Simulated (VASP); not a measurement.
# SiO2 (P4_12_12) in VASP: electric field gradients with PBE

Aim: the electric field gradients of SiO2 with PBE.

Everything below comes from runs of VASP 6.6.1. Logs are shortened: lines on timing, memory, paths and dates and some standing lists are left out, and cuts for length are marked.

### 1 The cell of the first run

The structure is tetragonal, space group P4_12_12 (No. 92). The conventional cell has a = 5.082 Å, b = 5.082 Å, c = 7.097 Å, α = 90.00°, β = 90.00°, γ = 90.00°. Within 2.2 Å of Si (site symmetry 2) lie 4 O at 1.62 to 1.63 Å. Within 2.2 Å of O (site symmetry 1) lie 2 Si at 1.62 to 1.63 Å.

### 2 Electric field gradients, PBE

Input file INCAR:

```
SYSTEM = SiO2
PREC = Accurate ; ENCUT = 520
EDIFF = 1E-8 ; ISMEAR = 0
SIGMA = 0.05 ; LREAL = .FALSE.
LASPH = .TRUE. ; NELM = 80
ALGO = Normal ; ISIF = 2
LWAVE = .FALSE. ; LCHARG = .FALSE.
GGA = PE ; LEFG = .TRUE.
NBANDS = 44
```

Input file KPOINTS:

```
Automatic mesh
0
G
  6 6 4
  0 0 0
```

Input file POSCAR:

```
SiO2
1.0
    5.0823459623      0.0000000000      0.0000000000
    0.0000000000      5.0823459623      0.0000000000
    0.0000000000      0.0000000000      7.0969613870
Si O
4 8
Direct
    0.2940620166      0.2940620166      0.0000000000
    0.2059379834      0.7940620166      0.2500000000
    0.7059379834      0.7059379834      0.5000000000
    0.7940620166      0.2059379834      0.7500000000
    0.2411042533      0.0938540737      0.1744200718
    0.4061459263      0.7411042533      0.4244200718
    0.7588957467      0.9061459263      0.6744200718
    0.5938540737      0.2588957467      0.9244200718
    0.7411042533      0.4061459263      0.5755799282
    0.9061459263      0.7588957467      0.3255799282
    0.2588957467      0.5938540737      0.0755799282
    0.0938540737      0.2411042533      0.8255799282
```

Potentials or basis: VASP PAW PBE potentials, release 64 (Si, O).

Started as:

```console
$ cat potpaw_PBE.64/Si/POTCAR potpaw_PBE.64/O/POTCAR > POTCAR
$ mpirun -np 1 vasp_std > vasp.out
```

OUTCAR:

```text
SYSTEM = SiO2
   PREC = Accurate
   ENCUT = 520
   EDIFF = 1E-8
   ISMEAR = 0
   LREAL = .FALSE.
   LASPH = .TRUE.
   NELM = 80
   ISIF = 2
   GGA = PE

 ion  position               nearest neighbor table
   1  0.294  0.294  0.000-   5 1.62  12 1.62  11 1.63   8 1.63   2 3.13   4 3.13   2 3.13   4 3.13

   2  0.206  0.794  0.250-   6 1.62  11 1.62  10 1.63   5 1.63   1 3.13   3 3.13   1 3.13   3 3.13

   3  0.706  0.706  0.500-   7 1.62  10 1.62   9 1.63   6 1.63   2 3.13   4 3.13   4 3.13   2 3.13

   4  0.794  0.206  0.750-   8 1.62   9 1.62   7 1.63  12 1.63   1 3.13   3 3.13   3 3.13   1 3.13

   5  0.241  0.094  0.174-   1 1.62   2 1.63
   6  0.406  0.741  0.424-   2 1.62   3 1.63
   7  0.759  0.906  0.674-   3 1.62   4 1.63
   8  0.594  0.259  0.924-   4 1.62   1 1.63
   9  0.741  0.406  0.576-   4 1.62   3 1.63
  10  0.906  0.759  0.326-   3 1.62   2 1.63
  11  0.259  0.594  0.076-   2 1.62   1 1.63
  12  0.094  0.241  0.826-   1 1.62   4 1.63

  LATTYP: Found a simple tetragonal cell.
 ALAT       =     5.0823459623
 C/A-ratio  =     1.3963947830

  Lattice vectors:

 A1 = (   5.0823459623,   0.0000000000,   0.0000000000)
 A2 = (   0.0000000000,   5.0823459623,   0.0000000000)
 A3 = (   0.0000000000,   0.0000000000,   7.0969613870)

Analysis of symmetry for initial positions (statically):
=====================================================================
 Subroutine PRICEL returns:
 Original cell was already a primitive cell.

 Routine SETGRP: Setting up the symmetry group for a
 simple tetragonal supercell.

 Subroutine GETGRP returns: Found  8 space group operations
 (whereof  2 operations were pure point group operations)
 out of a pool of 16 trial point group operations.

The static configuration has the point symmetry C_2 .
 The point group associated with its full space group is D_4 .

Analysis of symmetry for dynamics (positions and initial velocities):
=====================================================================
 Subroutine PRICEL returns:
 Original cell was already a primitive cell.

 Routine SETGRP: Setting up the symmetry group for a
 simple tetragonal supercell.

 Subroutine GETGRP returns: Found  8 space group operations
 (whereof  2 operations were pure point group operations)
 out of a pool of 16 trial point group operations.

The dynamic configuration has the point symmetry C_2 .
 The point group associated with its full space group is D_4 .

 Subroutine INISYM returns: Found  8 space group operations
 (whereof  2 operations are pure point group operations),
 and found     1 'primitive' translations

----------------------------------------------------------------------------------------

                                     Primitive cell

  volume of cell :     183.3162

  direct lattice vectors                    reciprocal lattice vectors
     5.082345962  0.000000000  0.000000000     0.196759529  0.000000000  0.000000000
     0.000000000  5.082345962  0.000000000     0.000000000  0.196759529  0.000000000
     0.000000000  0.000000000  7.096961387     0.000000000  0.000000000  0.140905374

  length of vectors
     5.082345962  5.082345962  7.096961387     0.196759529  0.196759529  0.140905374

  position of ions in fractional coordinates (direct lattice)
     0.294062017  0.294062017  0.000000000
     0.205937983  0.794062017  0.250000000
     0.705937983  0.705937983  0.500000000
     0.794062017  0.205937983  0.750000000
     0.241104253  0.093854074  0.174420072
     0.406145926  0.741104253  0.424420072
     0.758895747  0.906145926  0.674420072
     0.593854074  0.258895747  0.924420072
     0.741104253  0.406145926  0.575579928
     0.906145926  0.758895747  0.325579928
     0.258895747  0.593854074  0.075579928
     0.093854074  0.241104253  0.825579928

  ion indices of the primitive-cell ions
[... 108 lines left out ...]
  Thomas-Fermi vector in A             =   2.289397
   LORBIT       =      0    0 simple, 1 ext, 2 COOP (PROOUT), +10 PAW based schemes
   GGA     = PE    functional components
   LHFCALC =     F    Hartree Fock is set to
   AEXX    =    0.0000 exact exchange contribution
   IVDW    =     0    specifies the selected vdW correction
   LEPSILON=     F    determine dielectric tensor
   LRPA    =     F    only Hartree local field effects (RPA)
 non-spin polarized calculation
 Gauss-broadening in eV      SIGMA  =   0.05
  energy-cutoff  :      520.00
  volume of cell :      183.32
 maximum number of plane-waves:      4974
 NGX is ok and might be reduce to    40
   NGX = 19   NGY = 19   NGZ = 27

 number of electron      63.9999981 magnetization

 Free energy of the ion-electron system (eV)
  ---------------------------------------------------
  ext. energy  EPLUGINS =         0.00000000
  ---------------------------------------------------
  free energy    TOTEN  =       -94.95189753 eV

  energy without entropy =      -94.95189753  energy(sigma->0) =      -94.95189753

 E-fermi :  -0.0658     XC(G=0):  -8.1048

 val. band max:       -0.2903487123   @ k =   0.0000   0.0000   0.0000
 cond. band min:       5.2233890837   @ k =   0.0000   0.0000   0.0000
 fundamental gap:      5.5137377960
 Fermi energy:        -0.0657816272

 k-point     1 :       0.0000    0.0000    0.0000
  band No.  band energies     occupation
      1     -19.6101      2.00000
      2     -18.7491      2.00000
      3     -18.7491      2.00000
      4     -17.6257      2.00000
      5     -17.5975      2.00000
      6     -17.5962      2.00000
[... 1117 lines left out ...]
     43      11.0199      0.00000
     44      11.0227      0.00000

 [... further k-points ...]

------------------------ aborting loop because EDIFF is reached ----------------------------------------

  FORCE on cell =-STRESS in cart. coord.  units (eV):
  Direction    XX          YY          ZZ          XY          YZ          ZX
  --------------------------------------------------------------------------------------
  -------------------------------------------------------------------------------------
  Total        0.1135036      0.1135036      0.0781421      0.0000000      0.0000000      0.0000000
  in kB        0.9920171      0.9920171      0.6829590      0.0000000      0.0000000      0.0000000
  external PRESSURE =       0.8889978 kB  Pullay stress =       0.0000000 kB

 VOLUME and BASIS-vectors are now :
 -----------------------------------------------------------------------------
  energy-cutoff  :      520.00
  volume of cell :      183.32
      direct lattice vectors                 reciprocal lattice vectors
     5.082345962  0.000000000  0.000000000     0.196759529  0.000000000  0.000000000
     0.000000000  5.082345962  0.000000000     0.000000000  0.196759529  0.000000000
     0.000000000  0.000000000  7.096961387     0.000000000  0.000000000  0.140905374

 POSITION                                       TOTAL-FORCE (eV/Angst)
 -----------------------------------------------------------------------------------
      1.49452      1.49452      0.00000         0.014978      0.014978      0.000000
      1.04665      4.03570      1.77424        -0.014978      0.014978      0.000000
      3.58782      3.58782      3.54848        -0.014978     -0.014978      0.000000
      4.03570      1.04665      5.32272         0.014978     -0.014978      0.000000
      1.22538      0.47700      1.23785         0.000593     -0.002540     -0.006610
      2.06417      3.76655      3.01209         0.002540      0.000593     -0.006610
      3.85697      4.60535      4.78633        -0.000593      0.002540     -0.006610
      3.01817      1.31580      6.56057        -0.002540     -0.000593     -0.006610
      3.76655      2.06417      4.08487         0.000593      0.002540      0.006610
      4.60535      3.85697      2.31063         0.002540     -0.000593      0.006610
      1.31580      3.01817      0.53639        -0.000593     -0.002540      0.006610
      0.47700      1.22538      5.85911        -0.002540      0.000593      0.006610
 -----------------------------------------------------------------------------------
    total drift:                                0.000000     -0.000000     -0.000000

  FREE ENERGIE OF THE ION-ELECTRON SYSTEM (eV)
  ---------------------------------------------------
  free  energy   TOTEN  =       -94.9518975278 eV

  energy  without entropy=      -94.9518975278  energy(sigma->0) =      -94.95189753

 Electric field gradients (V/A^2)
---------------------------------------------------------------------
 ion       V_xx      V_yy      V_zz      V_xy      V_xz      V_yz
---------------------------------------------------------------------
   1      -0.080    -0.080     0.161    -0.035     1.632    -1.632
   2      -0.080    -0.080     0.161     0.035     1.632     1.632
   3      -0.080    -0.080     0.161    -0.035    -1.632     1.632
   4      -0.080    -0.080     0.161     0.035    -1.632    -1.632
   5     -51.322    48.195     3.127    16.538   -12.501   -62.430
   6      48.195   -51.322     3.127   -16.538    62.430   -12.501
   7     -51.322    48.195     3.127    16.538    12.501    62.430
   8      48.195   -51.322     3.127   -16.538   -62.430    12.501
   9     -51.322    48.195     3.127   -16.538    12.501   -62.430
  10      48.195   -51.322     3.127    16.538   -62.430   -12.501
  11     -51.322    48.195     3.127   -16.538   -12.501    62.430
  12      48.195   -51.322     3.127    16.538    62.430    12.501
---------------------------------------------------------------------

 Electric field gradients after diagonalization (V/A^2)
 (convention: |V_zz| > |V_xx| > |V_yy|)
----------------------------------------------------------------------
 ion       V_xx      V_yy      V_zz     asymmetry (V_yy - V_xx)/ V_zz
----------------------------------------------------------------------
   1      -2.253    -0.116     2.369       0.902
   2      -2.253    -0.116     2.369       0.902
   3      -2.253    -0.116     2.369       0.902
   4      -2.253    -0.116     2.369       0.902
   5     -54.295   -40.673    94.967       0.143
   6     -54.295   -40.673    94.967       0.143
   7     -54.295   -40.673    94.967       0.143
   8     -54.295   -40.673    94.967       0.143
   9     -54.295   -40.673    94.967       0.143
  10     -54.295   -40.673    94.967       0.143
  11     -54.295   -40.673    94.967       0.143
  12     -54.295   -40.673    94.967       0.143
----------------------------------------------------------------------

           NMR quadrupolar parameters

 Cq : quadrupolar parameter    Cq=e*Q*V_zz/h
 eta: asymmetry parameters     (V_yy - V_xx)/ V_zz
 Q  : nuclear electric quadrupole moment in mb (millibarn)
----------------------------------------------------------------------
 ion       Cq(MHz)       eta       Q (mb)
----------------------------------------------------------------------
   1       0.006       0.902       1.000
   2       0.006       0.902       1.000
   3       0.006       0.902       1.000
   4       0.006       0.902       1.000
   5       0.230       0.143       1.000
   6       0.230       0.143       1.000
   7       0.230       0.143       1.000
   8       0.230       0.143       1.000
   9       0.230       0.143       1.000
  10       0.230       0.143       1.000
  11       0.230       0.143       1.000
  12       0.230       0.143       1.000
----------------------------------------------------------------------
```

Wall time 8.2 min (1 thread of Intel Xeon 8259CL, shared host); peak memory 0.37 GiB.

Results:

```yaml
Free_energy: -94.9519 eV
Pressure: 0.1 GPa
Largest_force: 0.021 eV/Å
Band_gap_on_the_k_mesh: 5.51 eV
Largest_electric_field_gradient_by_atom: Si +2.4; O +95.0 V/Å²
```

Forces in eV/Å, atoms in the order of the input:
```
Si   0.015  0.015  0.000
Si  -0.015  0.015  0.000
Si  -0.015 -0.015  0.000
Si   0.015 -0.015  0.000
O    0.001 -0.003 -0.007
O    0.003  0.001 -0.007
O   -0.001  0.003 -0.007
O   -0.003 -0.001 -0.007
O    0.001  0.003  0.007
O    0.003 -0.001  0.007
O   -0.001 -0.003  0.007
O   -0.003  0.001  0.007
```

Electric field gradients, principal values (V/Å²):
| atom | least | middle | greatest (by size) |
| --- | --- | --- | --- |
| 1 Si | -0.116 | -2.253 | 2.369 |
| 2 Si | -0.116 | -2.253 | 2.369 |
| 3 Si | -0.116 | -2.253 | 2.369 |
| 4 Si | -0.116 | -2.253 | 2.369 |
| 5 O | -40.673 | -54.295 | 94.967 |
| 6 O | -40.673 | -54.295 | 94.967 |
| 7 O | -40.673 | -54.295 | 94.967 |
| 8 O | -40.673 | -54.295 | 94.967 |
| 9 O | -40.673 | -54.295 | 94.967 |
| 10 O | -40.673 | -54.295 | 94.967 |
| 11 O | -40.673 | -54.295 | 94.967 |
| 12 O | -40.673 | -54.295 | 94.967 |

Caveat: without QUAD_EFG the Cq values of the log hold for a quadrupole moment of 1 mb, not for the nuclei. A k mesh can miss the band edges.
